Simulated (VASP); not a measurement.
# P (Cmce) in VASP: a series of runs, part 2 of 2

VASP 6.6.1. The steps go on from the part before.

**3. Single point, PBE+D3(BJ)**

This run uses another cell than the first one: it holds 16 atoms, not 4.

Input file INCAR:

```
SYSTEM = P
  ALGO = Normal
  EDIFF = 1E-7
  ENCUT = 520
  GGA = PE
  ISIF = 2
  ISMEAR = 0
  IVDW = 12
  LASPH = .TRUE.
  LCHARG = .FALSE.
  LREAL = Auto
  LWAVE = .FALSE.
  NBANDS = 54
  NELM = 60
  PREC = Accurate
  SIGMA = 0.1
```

Input file KPOINTS:

```
Automatic mesh
0
Gamma
  6 6 6
  0.5 0.5 0.5
```

Input file POSCAR:

```
P
1.0
   -1.6612621293     -5.0957603402      4.1668625431
   -1.6612621293     -5.0957603402     -4.1668625431
    4.9837863878     -5.0957603402      0.0000000000
P
16
Direct
    0.5438338491      0.6157366600      0.0531901697
    0.0438338491      0.1157366600      0.0531901697
    0.7938338491      0.8657366600      0.5531901697
    0.2938338491      0.3657366600      0.5531901697
    0.7407366600      0.1688338491      0.3031901697
    0.2407366600      0.6688338491      0.3031901697
    0.9907366600      0.4188338491      0.8031901697
    0.4907366600      0.9188338491      0.8031901697
    0.7061661509      0.6342633400      0.4468098303
    0.2061661509      0.1342633400      0.4468098303
    0.9561661509      0.8842633400      0.9468098303
    0.4561661509      0.3842633400      0.9468098303
    0.5092633400      0.0811661509      0.1968098303
    0.0092633400      0.5811661509      0.1968098303
    0.7592633400      0.3311661509      0.6968098303
    0.2592633400      0.8311661509      0.6968098303
```

Potentials or basis: VASP PAW PBE potentials, release 64 (P).

Command:

```
$ cat potpaw_PBE.64/P/POTCAR > POTCAR
$ mpirun -np 1 vasp_std > vasp.out
```

OUTCAR:

```text
SYSTEM = P
   EDIFF = 1E-7
   ENCUT = 520
   GGA = PE
   ISIF = 2
   ISMEAR = 0
   IVDW = 12
   LASPH = .TRUE.
   LREAL = Auto
   NELM = 60
   PREC = Accurate
 IVDW          = 12

 ion  position               nearest neighbor table
   1  0.544  0.616  0.053-   6 2.23   8 2.23  12 2.25
   2  0.044  0.116  0.053-   5 2.23   7 2.23  11 2.25
   3  0.794  0.866  0.553-   5 2.23   8 2.23   9 2.25
   4  0.294  0.366  0.553-   6 2.23   7 2.23  10 2.25
   5  0.741  0.169  0.303-   2 2.23   3 2.23  13 2.25
   6  0.241  0.669  0.303-   1 2.23   4 2.23  14 2.25
[... 8 lines left out ...]
  15  0.759  0.331  0.697-   9 2.23  12 2.23   7 2.25
  16  0.259  0.831  0.697-  10 2.23  11 2.23   8 2.25

  LATTYP: Found a base centered monoclinic cell.
 ALAT       =    10.7194338110
 B/A-ratio  =     0.7774407896
 C/A-ratio  =     0.6649376961
 COS(beta)  =    -0.4629875282

  Lattice vectors:

 A1 = (   1.6612621293,   5.0957603402,  -4.1668625431)
 A2 = (   1.6612621293,   5.0957603402,   4.1668625431)
 A3 = (   4.9837863878,  -5.0957603402,   0.0000000000)

Analysis of symmetry for initial positions (statically):
[... 208 lines left out ...]
 Fermi energy:         7.4148125080

 k-point     1 :       0.0833    0.0833    0.0833
  band No.  band energies     occupation
      1      -8.5771      2.00000
      2      -6.2544      2.00000
      3      -6.2544      2.00000
      4      -6.1907      2.00000
      5      -6.1907      2.00000
      6      -5.6505      2.00000
[... 1309 lines left out ...]
     51      10.1543      0.00000
     52      10.1917      0.00000

 [... further k-points ...]

 [bands above 52 left out]

------------------------ aborting loop because EDIFF is reached ----------------------------------------

 Edisp (eV)   -6.36755

 E8    (eV) :    -2.4112

  FORCE on cell =-STRESS in cart. coord.  units (eV):
  Direction    XX          YY          ZZ          XY          YZ          ZX
  --------------------------------------------------------------------------------------
  -------------------------------------------------------------------------------------
  Total      -0.70355    -0.46100    -0.67951    -0.02950     0.00000     0.00000
  in kB      -3.99448    -2.61735    -3.85798    -0.16747     0.00000     0.00000
  external pressure =       -3.49 kB  Pullay stress =        0.00 kB

 VOLUME and BASIS-vectors are now :
 -----------------------------------------------------------------------------
  energy-cutoff  :      520.00
  volume of cell :      282.19
      direct lattice vectors                 reciprocal lattice vectors
    -1.661262129 -5.095760340  4.166862543    -0.075243995 -0.073590588  0.119994359
    -1.661262129 -5.095760340 -4.166862543    -0.075243995 -0.073590588 -0.119994359
     4.983786388 -5.095760340  0.000000000     0.150487991 -0.049060392  0.000000000

 POSITION                                       TOTAL-FORCE (eV/Angst)
 -----------------------------------------------------------------------------------
     -1.66126     -6.17994     -0.29961        -0.000588      0.037309     -0.050367
     -0.00000     -1.08418     -0.29961        -0.000588      0.037309     -0.050367
     -0.00000    -11.27570     -0.29961        -0.000588      0.037309     -0.050367
      1.66126     -6.17994     -0.29961        -0.000588      0.037309     -0.050367
     -0.00000     -6.17994      2.38304        -0.000588      0.037309      0.050367
     -0.00000     -6.17994     -1.78382        -0.000588      0.037309      0.050367
[... 8 lines left out ...]
      1.66126     -9.10734      1.78382         0.000588     -0.037309     -0.050367
      1.66126     -9.10734     -2.38304         0.000588     -0.037309     -0.050367
 -----------------------------------------------------------------------------------
    total drift:                               -0.000000     -0.000000     -0.000000

  FREE ENERGIE OF THE ION-ELECTRON SYSTEM (eV)
  ---------------------------------------------------
  free  energy   TOTEN  =       -91.8808378703 eV

  energy  without entropy=      -91.8782864674  energy(sigma->0) =      -91.87956217
```

OSZICAR:

```text
N       E                     dE             d eps       ncg     rms          rms(c)
DAV:   1     0.301808211206E+03    0.30181E+03   -0.33690E+04  6804   0.129E+03
DAV:   2    -0.590988184562E+02   -0.36091E+03   -0.34159E+03  8300   0.204E+02
DAV:   3    -0.853916153510E+02   -0.26293E+02   -0.25651E+02  8616   0.524E+01
DAV:   4    -0.860393226579E+02   -0.64771E+00   -0.64102E+00  8760   0.912E+00
DAV:   5    -0.860583556306E+02   -0.19033E-01   -0.18991E-01  8586   0.147E+00    0.207E+01
DAV:   6    -0.856726098370E+02    0.38575E+00   -0.24060E-01  8450   0.166E+00    0.122E+01
DAV:   7    -0.855135173914E+02    0.15909E+00   -0.43016E-01  8124   0.221E+00    0.539E-01
DAV:   8    -0.855130201998E+02    0.49719E-03   -0.55232E-02  8026   0.817E-01    0.367E-01
DAV:   9    -0.855132549721E+02   -0.23477E-03   -0.20097E-03  8588   0.167E-01    0.184E-01
DAV:  10    -0.855132560779E+02   -0.11058E-05   -0.76816E-04  8090   0.916E-02    0.939E-02
DAV:  11    -0.855132897504E+02   -0.33673E-04   -0.12738E-04  8234   0.462E-02    0.363E-02
DAV:  12    -0.855132902451E+02   -0.49465E-06   -0.57903E-06  8778   0.913E-03    0.173E-02
DAV:  13    -0.855132901520E+02    0.93039E-07   -0.26211E-06  7816   0.661E-03    0.454E-03
DAV:  14    -0.855132903910E+02   -0.23898E-06   -0.22259E-07  5594   0.175E-03    0.273E-03
DAV:  15    -0.855132905214E+02   -0.13039E-06   -0.67226E-08  4586   0.928E-04    0.808E-04
DAV:  16    -0.855132905404E+02   -0.18982E-07   -0.11018E-08  4568   0.450E-04
   1 F= -.91880838E+02 E0= -.91879562E+02  d E =-.255140E-02
```

stdout:

```text
POSCAR found type information on POSCAR P
 POSCAR found :  1 types and      16 ions
 scaLAPACK will be used
 LDA part: xc-table for (Slater+PW92), standard interpolation
 POSCAR, INCAR and KPOINTS ok, starting setup
 FFT: planning ... GRIDC
 FFT: planning ... GRID_SOFT
 FFT: planning ... GRID
 WAVECAR not read
 entering main loop
```

Wall time 11 min (1 thread of AMD EPYC 9R45 (Zen 5), shared host); peak memory 0.7 GiB.

Results:

```yaml
Free_energy: -91.8808 eV
Pressure: -0.3 GPa
Largest_force: 0.063 eV/Å
Band_gap_on_the_k_mesh: zero (bands 40 and 41 overlap by 0.17 eV)
Dispersion_energy_per_atom: -0.398 eV
```

Forces in eV/Å, atoms in the order of the input:
```
P   -0.001  0.037 -0.050
P   -0.001  0.037 -0.050
P   -0.001  0.037 -0.050
P   -0.001  0.037 -0.050
P   -0.001  0.037  0.050
P   -0.001  0.037  0.050
P   -0.001  0.037  0.050
P   -0.001  0.037  0.050
P    0.001 -0.037  0.050
P    0.001 -0.037  0.050
P    0.001 -0.037  0.050
P    0.001 -0.037  0.050
P    0.001 -0.037 -0.050
P    0.001 -0.037 -0.050
P    0.001 -0.037 -0.050
P    0.001 -0.037 -0.050
```

Levels at points of the mesh, in eV from the Fermi level:
| k point | band 37 | band 38 | band 39 | band 40 | band 41 | band 42 | band 43 | band 44 |
| --- | --- | --- | --- | --- | --- | --- | --- | --- |
| (0.08, 0.08, 0.08) | -1.96 | -1.34 | -1.34 | -1.25 | 0.70 | 0.76 | 1.04 | 1.10 |

**4. Single point, PBE+D3(BJ)**

This run uses another cell than the first one, of 19.03 Å³/atom.

Input file INCAR:

```
SYSTEM = P
PREC     = Accurate       ! precision mode
ENCUT    = 500            ! plane-wave cutoff, eV
EDIFF    = 1E-6           ! SCF threshold, eV
ISMEAR   = 0              ! smearing method
SIGMA    = 0.1            ! smearing width, eV
LREAL    = .False.        ! projectors in reciprocal space
LASPH    = .True.         ! aspherical terms in the spheres
NELM     = 120            ! most SCF steps
ALGO     = Normal         ! electronic algorithm
ISIF     = 2              ! what is computed and relaxed
LWAVE    = .False.        ! write WAVECAR
LCHARG   = .False.        ! write CHGCAR
GGA      = PE             ! functional
IVDW     = 12             ! dispersion correction
NBANDS   = 18             ! bands
GGA_COMPAT= .False.
```

Input file KPOINTS:

```
Automatic mesh
0
Gamma
  6 6 4
  0 0 0
```

Input file POSCAR:

```
P
1.0
    1.6550000000     -5.2500000000      0.0000000000
    1.6550000000      5.2500000000      0.0000000000
    0.0000000000      0.0000000000      4.3800000000
P
4
Direct
    0.0980000000      0.9020000000      0.9100000000
    0.5980000000      0.4020000000      0.5900000000
    0.9020000000      0.0980000000      0.0900000000
    0.4020000000      0.5980000000      0.4100000000
```

Command:

```
$ cat potpaw_PBE.64/P/POTCAR > POTCAR
$ mpirun -np 1 vasp_std > vasp.out
```

It took 36 s on 1 thread of AMD EPYC 7R13 (Zen 3), shared host; peak memory 0.19 GiB.

Results (log left out):

* Free energy: -22.8125 eV
* Pressure: 2.7 GPa
* Largest force: 0.950 eV/Å
* Band gap on the k mesh: 0.12 eV
* Dispersion energy per atom: -0.366 eV

Forces on the atoms (eV/Å):
```
P    0.000 -0.488  0.816
P    0.000 -0.488 -0.816
P    0.000  0.488 -0.816
P    0.000  0.488  0.816
```

Stress tensor (GPa, compression positive):
```
1.71 0.00 0.00
0.00 2.53 0.00
0.00 0.00 3.89
```

Levels at points of the mesh, in eV from the valence-band top:
| k point | band 8 | band 9 | band 10 | band 11 | band 12 | band 13 |
| --- | --- | --- | --- | --- | --- | --- |
| (0.00, 0.00, 0.00) | -3.11 | -2.87 | -1.34 | 0.57 | 0.59 | 1.49 |
| (0.50, 0.00, 0.00) | -3.56 | -2.81 | -2.81 | 0.75 | 0.75 | 1.44 |
| (0.50, 0.50, 0.00) | -2.88 | -1.51 | 0.00 | 0.12 | 0.38 | 1.82 |
| (0.00, 0.00, 0.50) | -3.82 | -1.66 | -1.66 | 1.14 | 1.14 | 2.62 |
| (0.50, 0.00, 0.50) | -5.60 | -1.96 | -1.96 | 1.54 | 1.54 | 3.85 |
| (0.50, 0.50, 0.50) | -2.76 | -1.97 | -1.97 | 1.12 | 1.12 | 2.74 |

A k mesh can miss the band edges.

**5. Single point, PBE+D3(BJ) (strain along c alone, the other axes held: -6.0 %, then relaxed in part)**

Input file INCAR:

```
PREC     = Accurate       # precision mode
ENCUT    = 520            # plane-wave cutoff, eV
EDIFF    = 1E-7           # SCF threshold, eV
ISMEAR   = 0              # smearing method
SIGMA    = 0.1            # smearing width, eV
LREAL    = False          # projectors in reciprocal space
LASPH    = True           # aspherical terms in the spheres
NELM     = 100            # most SCF steps
ALGO     = Normal         # electronic algorithm
ISIF     = 2              # what is computed and relaxed
LWAVE    = False          # write WAVECAR
LCHARG   = False          # write CHGCAR
GGA      = PE             # functional
IVDW     = 12             # dispersion correction
NBANDS   = 30             # bands
```

Input file KPOINTS:

```
regular mesh
0
Gamma
  10 4 8
```

Input file POSCAR:

```
P
1.0
    3.3225242949      0.0000000000      0.0000000000
    0.0000000000     10.1915207697      0.0000000000
    0.0000000000      0.0000000000      3.9168503966
P
8
Direct
    0.0000000000      0.8917491114      0.9391484520
    0.5000000000      0.8917491114      0.5608515480
    0.5000000000      0.6082508886      0.0608515480
    0.0000000000      0.6082508886      0.4391484520
    0.5000000000      0.3917491114      0.9391484520
    0.0000000000      0.3917491114      0.5608515480
    0.0000000000      0.1082508886      0.0608515480
    0.5000000000      0.1082508886      0.4391484520
```

Command:

```
$ cat potpaw_PBE.64/P/POTCAR > POTCAR
$ mpirun -np 1 vasp_std > vasp.out
```

It took 5.6 min on 1 thread of Oxide Virtual Turin-like, shared host; peak memory 0.36 GiB.

Results (log left out):

- Free energy: -45.8718 eV
- Pressure: 1.2 GPa
- Largest force: 0.064 eV/Å
- Band gap on the k mesh: zero (bands 20 and 21 overlap by 0.90 eV)
- Dispersion energy per atom: -0.424 eV

Forces in eV/Å, atoms in the order of the input:
```
P    0.000  0.045 -0.046
P    0.000  0.045  0.046
P    0.000 -0.045  0.046
P    0.000 -0.045 -0.046
P    0.000  0.045 -0.046
P    0.000  0.045  0.046
P    0.000 -0.045  0.046
P    0.000 -0.045 -0.046
```

Stress tensor (GPa, compression positive):
```
 2.08  0.00  0.00
 0.00 -0.45  0.00
 0.00  0.00  1.83
```

Levels at points of the mesh, in eV from the Fermi level:
```
           k point  band 16  band 17  band 18  band 19  band 20  band 21  band 22  band 23  band 24  band 25
(0.00, 0.00, 0.00)    -2.90    -2.44    -2.28    -1.17    -1.06     0.32     0.74     1.24     1.39     1.91
(0.50, 0.00, 0.00)    -3.14    -2.77    -2.77    -1.98    -1.98     0.47     0.47     0.57     0.57     1.11
(0.00, 0.50, 0.00)    -3.31    -2.57    -2.57    -0.29    -0.29     0.69     0.69     0.92     0.92     2.47
(0.50, 0.50, 0.00)    -3.06    -2.61    -2.61    -2.61    -2.61     0.50     0.50     0.50     0.50     1.22
(0.00, 0.00, 0.50)    -2.59    -0.96    -0.96    -0.53    -0.53     1.02     1.02     1.50     1.50     1.68
(0.50, 0.00, 0.50)    -5.54    -2.86    -2.86    -2.86    -2.86     2.32     2.32     2.32     2.32     4.35
(0.00, 0.50, 0.50)    -3.13    -0.69    -0.69    -0.69    -0.69     1.63     1.63     1.63     1.63     1.97
(0.50, 0.50, 0.50)    -6.03    -2.43    -2.43    -2.43    -2.43     1.39     1.39     1.39     1.39     5.78
```

Caveat: the cell differs from its parent crystal (strain along c alone, the other axes held: -6.0 %, then relaxed in part).

**6. Single point, PBE+D3(BJ) (strain along c alone, the other axes held: -4.0 %, then relaxed in part)**

Input file INCAR:

```
SYSTEM = P
PREC = Accurate ; ENCUT = 520
EDIFF = 1E-7 ; ISMEAR = 0
SIGMA = 0.1 ; LREAL = .False.
LASPH = .True. ; NELM = 80
ALGO = Normal ; ISIF = 2
LWAVE = .False. ; LCHARG = .True.
GGA = PE ; IVDW = 12
LELF = .True. ; LVHAR = .True.
NBANDS = 30
```

Input file KPOINTS:

```
regular mesh
0
Gamma
  10 4 8
  0 0 0
```

Input file POSCAR:

```
P
1.0
    3.3225242949      0.0000000000      0.0000000000
    0.0000000000     10.1915207697      0.0000000000
    0.0000000000      0.0000000000      4.0001876391
P
8
Direct
    0.0000000000      0.8923619566      0.9352330750
    0.5000000000      0.8923619566      0.5647669250
    0.5000000000      0.6076380434      0.0647669250
    0.0000000000      0.6076380434      0.4352330750
    0.5000000000      0.3923619566      0.9352330750
    0.0000000000      0.3923619566      0.5647669250
    0.0000000000      0.1076380434      0.0647669250
    0.5000000000      0.1076380434      0.4352330750
```

Potentials or basis: VASP PAW PBE potentials, release 64 (P).

Command:

```
$ cat potpaw_PBE.64/P/POTCAR > POTCAR
$ mpirun -np 1 vasp_std > vasp.out
```

It took 8.1 min on 1 thread of Oxide Virtual Turin-like, shared host; peak memory 0.37 GiB.

The run converged. Its results:

| Quantity | Value |
| --- | --- |
| Free energy | -45.9052 eV |
| Pressure | 0.6 GPa |
| Largest force | 0.065 eV/Å |
| Band gap on the k mesh | zero (bands 20 and 21 overlap by 0.52 eV) |
| Dispersion energy per atom | -0.415 eV |

Forces in eV/Å, atoms in the order of the input:
```
P    0.000  0.046 -0.045
P    0.000  0.046  0.045
P    0.000 -0.046  0.045
P    0.000 -0.046 -0.045
P    0.000  0.046 -0.045
P    0.000  0.046  0.045
P    0.000 -0.046  0.045
P    0.000 -0.046 -0.045
```

Stress tensor (GPa, compression positive):
```
 1.30  0.00  0.00
 0.00 -0.59  0.00
 0.00  0.00  1.07
```

Levels at points of the mesh, in eV from the Fermi level:
| k point | band 18 | band 19 | band 20 | band 21 | band 22 | band 23 |
| --- | --- | --- | --- | --- | --- | --- |
| (0.00, 0.00, 0.00) | -2.25 | -1.27 | -0.84 | 0.35 | 0.68 | 1.22 |
| (0.50, 0.00, 0.00) | -2.89 | -2.05 | -2.05 | 0.44 | 0.44 | 0.70 |
| (0.00, 0.50, 0.00) | -2.53 | -0.37 | -0.37 | 0.71 | 0.71 | 0.99 |
| (0.50, 0.50, 0.00) | -2.67 | -2.67 | -2.67 | 0.58 | 0.58 | 0.58 |
| (0.00, 0.00, 0.50) | -1.08 | -0.66 | -0.66 | 1.11 | 1.11 | 1.46 |
| (0.50, 0.00, 0.50) | -2.76 | -2.76 | -2.76 | 2.32 | 2.32 | 2.32 |
| (0.00, 0.50, 0.50) | -0.81 | -0.81 | -0.81 | 1.59 | 1.59 | 1.59 |
| (0.50, 0.50, 0.50) | -2.34 | -2.34 | -2.34 | 1.45 | 1.45 | 1.45 |

Caveat: the cell differs from its parent crystal (strain along c alone, the other axes held: -4.0 %, then relaxed in part).

**7. Overview**

| cell | k mesh | cutoff (eV) | gap on the mesh (eV) | pressure (GPa) | largest force (eV/Å) |
| --- | --- | --- | --- | --- | --- |
| a = 5.360, b = 5.360, c = 4.167 Å, angles 90.0, 90.0, 143.9°, 4 atoms, atomic positions A | 14 × 14 × 10 | 520 | none | -0.4 | 0.06 |
| a = 6.789, b = 6.789, c = 7.128 Å, angles 68.6, 68.6, 75.7°, 16 atoms, atomic positions B | 6 × 6 × 6, shifted | 520 | none | -0.3 | 0.06 |
| a = 5.505, b = 5.505, c = 4.380 Å, angles 90.0, 90.0, 145.0°, 4 atoms, atomic positions C | 6 × 6 × 4 | 500 | 0.12 | 2.7 | 0.95 |
| a = 3.323, b = 10.192, c = 3.917 Å, 8 atoms, atomic positions D | 10 × 4 × 8 | 520 | none | 1.2 | 0.06 |
| a = 3.323, b = 10.192, c = 4.000 Å, 8 atoms, atomic positions E | 10 × 4 × 8 | 520 | none | 0.6 | 0.06 |

Alike in all rows: task single point; level PBE+D3(BJ); potentials or basis VASP PAW PBE potentials, release 64 (P); no spin polarisation; smearing gaussian 0.1 eV.

Absolute energies hang on the potentials; compare differences alone.
